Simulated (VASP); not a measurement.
Wanted: the native input for a VASP 6.6.1 run.

```
Task                   : single point
Functional             : PBE
Potentials or basis    : VASP PAW PBE potentials, release 64 (In_d)
Cutoff                 : 520 eV
k mesh                 : 18 × 18 × 18
Occupations            : gaussian, width 0.1 eV
Spin                   : no spin polarisation
Dipole correction      : no
Further INCAR settings : ALGO = Fast; EDIFF = 1e-06; NBANDS = 12
```

The structure of In lies in POSCAR:

```
In
1.0
   -1.6950972355      1.6950972355      2.3922503915
    1.6950972355     -1.6950972355      2.3922503915
    1.6950972355      1.6950972355     -2.3922503915
In
1
Direct
    0.0000000000      0.0000000000      0.0000000000
```

One way to write it, as run:

INCAR

```
SYSTEM = In
PREC = Accurate
ENCUT = 520
EDIFF = 1E-6
ISMEAR = 0
SIGMA = 0.1
LREAL = .FALSE.
LASPH = .TRUE.
NELM = 80
ALGO = Fast
ISIF = 2
LWAVE = .FALSE.
LCHARG = .FALSE.
GGA = PE
NBANDS = 12
```

KPOINTS

```
regular mesh
0
G
  18 18 18
  0 0 0
```

Potentials or basis: VASP PAW PBE potentials, release 64 (In_d).

Launch:

```bash
$ cat potpaw_PBE.64/In_d/POTCAR > POTCAR
$ mpirun -np 1 vasp_std > vasp.out
```

Results of the run:

The pressure is 0.0 GPa. The band gap on the k mesh is zero (an odd number of electrons rules out a gap without spin polarisation).

Caveat: spin-orbit coupling is left out, which moves the levels of the heavy elements.

It took 93 s on 1 thread of Intel(R) Xeon(R) Platinum 8559C (Emerald Rapids) (shared host), peak memory 0.27 GiB.
